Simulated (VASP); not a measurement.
# TaN (P6/mmm) in VASP: a series of runs, part 2 of 2

VASP 6.6.1.

### Step 5. Electric field gradients, PBE

This run uses another cell than the first one, of 11.28 Å³/atom, 0.980 times its volume.

INCAR

```
ALGO = Normal
EDIFF = 1E-8
ENCUT = 520
GGA = PE
GGA_COMPAT = F
ISIF = 2
ISMEAR = -1
LASPH = T
LCHARG = F
LEFG = T
LREAL = F
LWAVE = F
NBANDS = 36
NELM = 120
PREC = Accurate
SIGMA = 0.03
```

KPOINTS

```
k-points
0
Gamma
  5 5 8
```

POSCAR

```
TaN
1.0
    5.1849992558      0.0000000000      0.0000000000
   -2.5924996279      4.4903410741      0.0000000000
    0.0000000000      0.0000000000      2.9080000000
Ta N
3 3
Direct
    0.0000000000      0.0000000000      0.0000000000
    0.3333333333      0.6666666667      0.5000000000
    0.6666666667      0.3333333333      0.5000000000
    0.5000000000      0.0000000000      0.0000000000
    0.5000000000      0.5000000000      0.0000000000
    0.0000000000      0.5000000000      0.0000000000
```

Potentials or basis: VASP PAW PBE potentials, release 64 (Ta_sv_GW, N).

Run with:

```bash
> cat potpaw_PBE.64/Ta_sv_GW/POTCAR potpaw_PBE.64/N/POTCAR > POTCAR
> mpirun -np 1 vasp_std > vasp.out
```

OUTCAR:

```text
EDIFF = 1E-8
   ENCUT = 520
   GGA = PE
   ISIF = 2
   ISMEAR = -1
   LASPH = T
   LREAL = F
   NELM = 120
   PREC = Accurate

 ion  position               nearest neighbor table
   1  0.000  0.000  0.000-
   2  0.333  0.667  0.500-   4 2.09   4 2.09   6 2.09   6 2.09   5 2.09   5 2.09   3 2.99   3 2.99
                             3 2.99
   3  0.667  0.333  0.500-   4 2.09   4 2.09   6 2.09   6 2.09   5 2.09   5 2.09   2 2.99   2 2.99
                             2 2.99
   4  0.500  0.000  0.000-   2 2.09   3 2.09   2 2.09   3 2.09
   5  0.500  0.500  0.000-   2 2.09   3 2.09   2 2.09   3 2.09
   6  0.000  0.500  0.000-   2 2.09   3 2.09   2 2.09   3 2.09

  LATTYP: Found a hexagonal cell.
 ALAT       =     5.1849992558
 C/A-ratio  =     0.5608486822

  Lattice vectors:

 A1 = (   5.1849992558,   0.0000000000,   0.0000000000)
 A2 = (  -2.5924996279,   4.4903410741,   0.0000000000)
 A3 = (   0.0000000000,   0.0000000000,   2.9080000000)

Analysis of symmetry for initial positions (statically):
=====================================================================
 Subroutine PRICEL returns:
 Original cell was already a primitive cell.

 Routine SETGRP: Setting up the symmetry group for a
 hexagonal supercell.

 Subroutine GETGRP returns: Found 24 space group operations
 (whereof 24 operations were pure point group operations)
 out of a pool of 24 trial point group operations.

The static configuration has the point symmetry D_6h.

Analysis of symmetry for dynamics (positions and initial velocities):
=====================================================================
 Subroutine PRICEL returns:
 Original cell was already a primitive cell.

 Routine SETGRP: Setting up the symmetry group for a
 hexagonal supercell.

 Subroutine GETGRP returns: Found 24 space group operations
 (whereof 24 operations were pure point group operations)
 out of a pool of 24 trial point group operations.

The dynamic configuration has the point symmetry D_6h.

 Subroutine INISYM returns: Found 24 space group operations
 (whereof 24 operations are pure point group operations),
 and found     1 'primitive' translations

----------------------------------------------------------------------------------------

                                     Primitive cell

  volume of cell :      67.7053

  direct lattice vectors                    reciprocal lattice vectors
     5.184999256  0.000000000  0.000000000     0.192864059  0.111350116  0.000000000
    -2.592499628  4.490341074  0.000000000     0.000000000  0.222700232  0.000000000
     0.000000000  0.000000000  2.908000000     0.000000000  0.000000000  0.343878955

  length of vectors
     5.184999256  5.184999256  2.908000000     0.222700232  0.222700232  0.343878955

  position of ions in fractional coordinates (direct lattice)
     0.000000000  0.000000000  0.000000000
     0.333333333  0.666666667  0.500000000
     0.666666667  0.333333333  0.500000000
     0.500000000  0.000000000  0.000000000
[... 99 lines left out ...]
   IALGO  =     38    algorithm
   IMIX   =      4    mixing-type and parameters
     AMIX     =   0.40;   BMIX     =  1.00
     AMIX_MAG =   1.60;   BMIX_MAG =  1.00
  volume/ion in A,a.u.               =      11.28        76.15
  Fermi-wavevector in a.u.,A,eV,Ry     =   1.518210  2.869002 31.360920  2.304963
  Thomas-Fermi vector in A             =   2.627362
   LORBIT       =      0    0 simple, 1 ext, 2 COOP (PROOUT), +10 PAW based schemes
   GGA     = PE    functional components
   LHFCALC =     F    Hartree Fock is set to
   AEXX    =    0.0000 exact exchange contribution
   IVDW    =     0    specifies the selected vdW correction
   LEPSILON=     F    determine dielectric tensor
   LRPA    =     F    only Hartree local field effects (RPA)
 non-spin polarized calculation
  energy-cutoff  :      520.00
  volume of cell :       67.71
 maximum number of plane-waves:      1858
 NGX is ok and might be reduce to    40

 number of electron      53.9999994 magnetization

 Free energy of the ion-electron system (eV)
  ---------------------------------------------------
  ext. energy  EPLUGINS =         0.00000000
  ---------------------------------------------------
  free energy    TOTEN  =       -72.30768661 eV

  energy without entropy =      -72.30496331  energy(sigma->0) =      -72.30632496

 E-fermi :  12.2514     XC(G=0): -13.3799

 val. band max:       12.2195968495   @ k =   0.0000   0.0000   0.3750
 cond. band min:      12.3100955962   @ k =   0.2000   0.0000   0.2500
 fundamental gap:      0.0904987467
 Fermi energy:        12.2514214666

 k-point     1 :       0.0000    0.0000    0.0000
  band No.  band energies     occupation
      1     -57.0882      2.00000
      2     -57.0398      2.00000
      3     -56.7434      2.00000
      4     -23.9446      2.00000
      5     -23.9446      2.00000
      6     -23.5566      2.00000
[... 925 lines left out ...]
     35      16.2017      0.00000
     36      17.6049      0.00000

 [... further k-points ...]
[... 5 lines left out ...]
  --------------------------------------------------------------------------------------
  -------------------------------------------------------------------------------------
  Total        4.1021961      4.1021961      4.6357347      0.0000000      0.0000000      0.0000000
  in kB       97.0743668     97.0743668    109.7000250      0.0000000      0.0000000      0.0000000
  external PRESSURE =     101.2829196 kB  Pullay stress =       0.0000000 kB

 VOLUME and BASIS-vectors are now :
 -----------------------------------------------------------------------------
  energy-cutoff  :      520.00
  volume of cell :       67.71
      direct lattice vectors                 reciprocal lattice vectors
     5.184999256  0.000000000  0.000000000     0.192864059  0.111350116  0.000000000
    -2.592499628  4.490341074  0.000000000     0.000000000  0.222700232  0.000000000
     0.000000000  0.000000000  2.908000000     0.000000000  0.000000000  0.343878955

 POSITION                                       TOTAL-FORCE (eV/Angst)
 -----------------------------------------------------------------------------------
      0.00000      0.00000      0.00000        -0.000000      0.000000      0.000000
     -0.00000      2.99356      1.45400         0.000000     -0.000000     -0.000000
      2.59250      1.49678      1.45400        -0.000000      0.000000      0.000000
      2.59250      0.00000      0.00000        -0.000000      0.000000      0.000000
      1.29625      2.24517      0.00000        -0.000000      0.000000      0.000000
     -1.29625      2.24517      0.00000        -0.000000      0.000000      0.000000
 -----------------------------------------------------------------------------------
    total drift:                               -0.000000      0.000000      0.000000

  FREE ENERGIE OF THE ION-ELECTRON SYSTEM (eV)
  ---------------------------------------------------
  free  energy   TOTEN  =       -72.3076866116 eV

  energy  without entropy=      -72.3049633094  energy(sigma->0) =      -72.30632496

 Electric field gradients (V/A^2)
---------------------------------------------------------------------
 ion       V_xx      V_yy      V_zz      V_xy      V_xz      V_yz
---------------------------------------------------------------------
   1     207.895   207.895  -415.790     0.000     0.000    -0.000
   2     194.663   194.663  -389.326    -0.000     0.000    -0.000
   3     194.663   194.663  -389.326    -0.000     0.000     0.000
   4      32.910   -28.384    -4.525    -0.000     0.000     0.000
   5     -13.061    17.586    -4.526    26.541     0.000    -0.000
   6     -13.061    17.586    -4.525   -26.541    -0.000    -0.000
---------------------------------------------------------------------

 Electric field gradients after diagonalization (V/A^2)
 (convention: |V_zz| > |V_xx| > |V_yy|)
----------------------------------------------------------------------
 ion       V_xx      V_yy      V_zz     asymmetry (V_yy - V_xx)/ V_zz
----------------------------------------------------------------------
   1     207.895   207.895  -415.790       0.000
   2     194.663   194.662  -389.326       0.000
   3     194.663   194.662  -389.326       0.000
   4     -28.384    -4.525    32.910       0.725
   5     -28.385    -4.526    32.910       0.725
   6     -28.384    -4.525    32.910       0.725
----------------------------------------------------------------------

           NMR quadrupolar parameters

 Cq : quadrupolar parameter    Cq=e*Q*V_zz/h
 eta: asymmetry parameters     (V_yy - V_xx)/ V_zz
 Q  : nuclear electric quadrupole moment in mb (millibarn)
----------------------------------------------------------------------
 ion       Cq(MHz)       eta       Q (mb)
----------------------------------------------------------------------
   1      -1.005       0.000       1.000
   2      -0.941       0.000       1.000
   3      -0.941       0.000       1.000
   4       0.080       0.725       1.000
   5       0.080       0.725       1.000
   6       0.080       0.725       1.000
----------------------------------------------------------------------
```

OSZICAR:

```text
N       E                     dE             d eps       ncg     rms          rms(c)
DAV:   1     0.443145657412E+03    0.44315E+03   -0.33272E+04  1800   0.152E+03
DAV:   2    -0.548894576366E+02   -0.49804E+03   -0.48749E+03  2272   0.405E+02
DAV:   3    -0.856880331316E+02   -0.30799E+02   -0.30554E+02  2364   0.999E+01
[... 15 lines left out ...]
DAV:  19    -0.723077030068E+02    0.55627E-04   -0.19856E-04  2368   0.640E-02    0.125E+00
DAV:  20    -0.723076880368E+02    0.14970E-04   -0.28707E-05  2156   0.274E-02    0.349E-01
DAV:  21    -0.723076865949E+02    0.14419E-05   -0.92053E-06  2272   0.142E-02    0.927E-03
DAV:  22    -0.723076866102E+02   -0.15365E-07   -0.89869E-07  2564   0.443E-03    0.202E-02
DAV:  23    -0.723076866116E+02   -0.13260E-08   -0.39146E-08  1936   0.107E-03
   1 F= -.72307687E+02 E0= -.72306325E+02  d E =-.272330E-02
```

Run time: 54 s. Hardware: 1 thread of Intel Xeon 6975P-C (Granite Rapids), shared host; peak memory 0.21 GiB.

Results:

- Free energy: -72.3077 eV
- Pressure: 10.1 GPa
- Band gap on the k mesh: zero (band 27 reaches 13.13 eV, above the bottom of band 28 at 11.00 eV)

Stress tensor (GPa, compression positive):
```
 9.71  0.00  0.00
 0.00  9.71  0.00
 0.00  0.00 10.97
```

Electric field gradients, principal values (V/Å²):
```
atom    least   middle  greatest (by size)
1 Ta  207.895  207.895            -415.790
2 Ta  194.662  194.663            -389.326
3 Ta  194.662  194.663            -389.326
 4 N   -4.525  -28.384              32.910
 5 N   -4.526  -28.385              32.910
 6 N   -4.525  -28.384              32.910
```

Caveat: without QUAD_EFG the Cq values of the log hold for a quadrupole moment of 1 mb, not for the nuclei; spin-orbit coupling is left out, which moves the levels of the heavy elements.

### Step 6. Electric field gradients, PBE (equal xx and yy strain of +1 %)

INCAR

```
PREC = Accurate
ENCUT = 520
EDIFF = 1E-8
ISMEAR = -1
SIGMA = 0.03
LREAL = False
LASPH = True
NELM = 120
ALGO = Normal
ISIF = 2
LWAVE = False
LCHARG = False
GGA = PE
LEFG = True
NBANDS = 36
GGA_COMPAT = False
```

KPOINTS

```
regular mesh
0
Gamma
  5 5 8
```

Changes to POSCAR since step 5:

```diff
@@ -2,4 +2,4 @@
 1.0
-    5.1849992558      0.0000000000      0.0000000000
-   -2.5924996279      4.4903410741      0.0000000000
+    5.2368492484      0.0000000000      0.0000000000
+   -2.6184246242      4.5352444848      0.0000000000
     0.0000000000      0.0000000000      2.9080000000
```

Potentials or basis: VASP PAW PBE potentials, release 64 (Ta_sv_GW, N).

Run with:

```bash
> cat potpaw_PBE.64/Ta_sv_GW/POTCAR potpaw_PBE.64/N/POTCAR > POTCAR
> mpirun -np 1 vasp_std > vasp.out
```

OUTCAR:

```text
PREC = Accurate
   ENCUT = 520
   EDIFF = 1E-8
   ISMEAR = -1
   LREAL = False
   LASPH = True
   NELM = 120
   ISIF = 2
   GGA = PE

 ion  position               nearest neighbor table
   1  0.000  0.000  0.000-
   2  0.333  0.667  0.500-   4 2.10   4 2.10   6 2.10   6 2.10   5 2.10   5 2.10   3 3.02   3 3.02
                             3 3.02
   3  0.667  0.333  0.500-   4 2.10   4 2.10   6 2.10   6 2.10   5 2.10   5 2.10   2 3.02   2 3.02
                             2 3.02
   4  0.500  0.000  0.000-   2 2.10   3 2.10   2 2.10   3 2.10
   5  0.500  0.500  0.000-   2 2.10   3 2.10   2 2.10   3 2.10
   6  0.000  0.500  0.000-   2 2.10   3 2.10   2 2.10   3 2.10

  LATTYP: Found a hexagonal cell.
 ALAT       =     5.2368492484
 C/A-ratio  =     0.5552957250

  Lattice vectors:

[... 1174 lines left out ...]
   5     -12.138    17.177    -5.038    25.388     0.000    -0.000
   6     -12.138    17.176    -5.038   -25.388    -0.000    -0.000
---------------------------------------------------------------------

 Electric field gradients after diagonalization (V/A^2)
 (convention: |V_zz| > |V_xx| > |V_yy|)
----------------------------------------------------------------------
 ion       V_xx      V_yy      V_zz     asymmetry (V_yy - V_xx)/ V_zz
----------------------------------------------------------------------
   1     209.599   209.598  -419.197       0.000
   2     190.115   190.114  -380.229       0.000
   3     190.115   190.114  -380.229       0.000
   4     -26.797    -5.038    31.835       0.683
   5     -26.796    -5.038    31.834       0.683
   6     -26.797    -5.038    31.835       0.683
----------------------------------------------------------------------

           NMR quadrupolar parameters

 Cq : quadrupolar parameter    Cq=e*Q*V_zz/h
 eta: asymmetry parameters     (V_yy - V_xx)/ V_zz
 Q  : nuclear electric quadrupole moment in mb (millibarn)
----------------------------------------------------------------------
 ion       Cq(MHz)       eta       Q (mb)
----------------------------------------------------------------------
   1      -1.014       0.000       1.000
   2      -0.919       0.000       1.000
   3      -0.919       0.000       1.000
   4       0.077       0.683       1.000
   5       0.077       0.683       1.000
   6       0.077       0.683       1.000
----------------------------------------------------------------------
```

OSZICAR:

```text
N       E                     dE             d eps       ncg     rms          rms(c)
[... 15 lines left out ...]
DAV:  16    -0.723728389866E+02    0.17426E-01   -0.28118E-02  2156   0.777E-01    0.189E+01
DAV:  17    -0.723685817334E+02    0.42573E-02   -0.12881E-02  2344   0.511E-01    0.756E+00
DAV:  18    -0.723682066595E+02    0.37507E-03   -0.11264E-03  2416   0.158E-01    0.211E+00
DAV:  19    -0.723681637438E+02    0.42916E-04   -0.15502E-04  2364   0.541E-02    0.979E-01
DAV:  20    -0.723681515313E+02    0.12213E-04   -0.25171E-05  2136   0.251E-02    0.215E-01
DAV:  21    -0.723681507601E+02    0.77117E-06   -0.59359E-06  2448   0.104E-02    0.171E-02
DAV:  22    -0.723681506673E+02    0.92787E-07   -0.39373E-07  2368   0.287E-03    0.251E-02
DAV:  23    -0.723681506718E+02   -0.45138E-08   -0.23520E-08  1664   0.878E-04
   1 F= -.72368151E+02 E0= -.72366060E+02  d E =-.418189E-02
```

Wall time 3.1 min (1 thread of AMD EPYC 7R43 (Zen 3), shared host); peak memory 0.16 GiB.

What came out:

| Quantity | Value |
| --- | --- |
| Free energy | -72.3682 eV |
| Pressure | 4.3 GPa |
| Band gap on the k mesh | zero (band 27 reaches 12.81 eV, above the bottom of band 28 at 10.73 eV) |

Levels at points of the mesh, in eV from the Fermi level:
| k point | band 23 | band 24 | band 25 | band 26 | band 27 | band 28 | band 29 | band 30 | band 31 | band 32 |
| --- | --- | --- | --- | --- | --- | --- | --- | --- | --- | --- |
| (0.00, 0.00, 0.00) | -3.10 | -3.10 | -2.54 | -2.13 | -1.25 | -1.25 | 0.86 | 0.86 | 1.08 | 2.09 |
| (0.00, 0.00, 0.50) | -3.67 | -3.16 | -3.16 | -1.97 | 0.84 | 0.84 | 1.51 | 1.66 | 2.40 | 2.40 |

Electric field gradients, principal values (V/Å²):
```csv
atom,least,middle,greatest (by size)
1 Ta,209.598,209.599,-419.197
2 Ta,190.114,190.115,-380.229
3 Ta,190.114,190.115,-380.229
4 N,-5.038,-26.797,31.835
5 N,-5.038,-26.796,31.834
6 N,-5.038,-26.797,31.835
```

Caveat: the cell differs from its parent crystal (equal xx and yy strain of +1 %); without QUAD_EFG the Cq values of the log hold for a quadrupole moment of 1 mb, not for the nuclei; spin-orbit coupling is left out, which moves the levels of the heavy elements.

### Step 7. Summary

```tsv
task	potentials or basis	cell	k mesh for the DOS	occupations for the DOS	second run	gap on the mesh (eV)	pressure (GPa)
electric field gradients	VASP PAW PBE potentials, release 64 (Ta_pv, N)	a = 5.237, b = 5.237, c = 2.908 Å, angles 90.0, 90.0, 120.0°, 6 atoms	-	-	-	none	5.3
electric field gradients	VASP PAW PBE potentials, release 64 (Ta_pv, N)	a = 5.185, b = 5.185, c = 2.908 Å, angles 90.0, 90.0, 120.0°, 6 atoms	-	-	-	none	11.2
density of states	VASP PAW PBE potentials, release 64 (Ta_pv, N)	a = 5.185, b = 5.185, c = 2.908 Å, angles 90.0, 90.0, 120.0°, 6 atoms	8 × 8 × 12	tetrahedron	-	-	-
electric field gradients	VASP PAW PBE potentials, release 64 (Ta_sv_GW, N)	a = 5.185, b = 5.185, c = 2.908 Å, angles 90.0, 90.0, 120.0°, 6 atoms	-	-	valence_matched	none	10.1
electric field gradients	VASP PAW PBE potentials, release 64 (Ta_sv_GW, N)	a = 5.237, b = 5.237, c = 2.908 Å, angles 90.0, 90.0, 120.0°, 6 atoms	-	-	valence_matched	none	4.3
```

Alike in all rows: level PBE; no spin polarisation; k mesh 5 × 5 × 8; cutoff (eV) 520; smearing fermi-dirac 0.03 eV.

Caveats: spin-orbit coupling is left out, which moves the levels of the heavy elements.

Absolute energies hang on the potentials; compare differences alone.
